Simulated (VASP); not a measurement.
Crystal: Sb.

```
Sb
1.0
     3.37496    0.00000    0.00000
    -1.68748    2.92280    0.00000
     0.00000    0.00000    5.51131
Sb
2
Direct
  0.33333 0.66667 0.25000
  0.66667 0.33333 0.75000
```

This isn't the form of Sb at room conditions, which is rhombohedral.

```yaml
Program: VASP 6.6.1
Task: relaxation of cell and atoms
Functional: RPBE
Potentials_or_basis: VASP PAW PBE potentials, release 64 (Sb)
Cutoff: 600 eV
k_mesh: 11 × 11 × 6
Occupations: fermi-dirac, width 0.1 eV
Spin: no spin polarisation
```

At the start: pressure 1.6 GPa; volume 27.18 Å³/atom.

Problem. Where does the relaxation end?

Solution. Over 5 steps the energy falls by 4.2 meV/atom and the volume is 27.92 Å³/atom (+2.7 %); space group P6_3/mmc (No. 194, to 0.1 Å) before and after.

The path:
```tsv
step	energy change (eV)	largest force (eV/Å)	pressure (GPa)	volume (Å³)
1	0.0000	0.0000	1.55	54.37
2	-0.0069	0.0000	-0.59	56.47
3	-0.0078	0.0000	-0.08	55.91
4	-0.0083	0.0000	-0.03	55.87
5	-0.0085	0.0000	0.02	55.84
```

Final structure:
```
Sb
1.0
     3.38808    0.00000    0.00000
    -1.69404    2.93417    0.00000
     0.00000    0.00000    5.61684
Sb
2
Direct
  0.33333 0.66667 0.25000
  0.66667 0.33333 0.75000
```

Caveat: the PAW data sets were made with another functional, which shifts forces and pressure a little.
